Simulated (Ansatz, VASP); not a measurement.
## RbTl: VASP beside Ansatz

```xyz
2
Lattice="4.4915 0.0000 0.0000 0.0000 4.4915 0.0000 0.0000 0.0000 4.4915" Properties=species:S:1:pos:R:3 pbc="T T T"
Rb    0.0000    0.0000    0.0000
Tl    2.2458    2.2458    2.2458
```

Alike in both runs: functional PBE; k mesh 14 × 14 × 14; occupations gaussian, width 0.1 eV; no spin polarisation.

Ansatz relaxed the structure, and its values are those at the end. VASP's run is a single point on that final structure, the one shown.

```csv
,VASP,Ansatz
version,VASP 6.6.1,Ansatz 0.2.0
potentials or method,"VASP PAW PBE potentials, release 64 (Rb_sv, Tl_d), cutoff 520 eV","scalar-relativistic, plane waves, PAW"
valence electrons in the cell,22,22
```

|  | VASP | Ansatz | Ansatz less VASP |
| --- | --- | --- | --- |
| gap on the k mesh at the Fermi level (eV) | none | none | - |
| pressure (GPa) | 0.0 | 0.0 | +0.01 |

A gap of «none» marks a metal or a gap that the smearing closes. The functional is the same, so the differences come from potentials, cutoffs and numerics.

Spin-orbit coupling is off throughout.
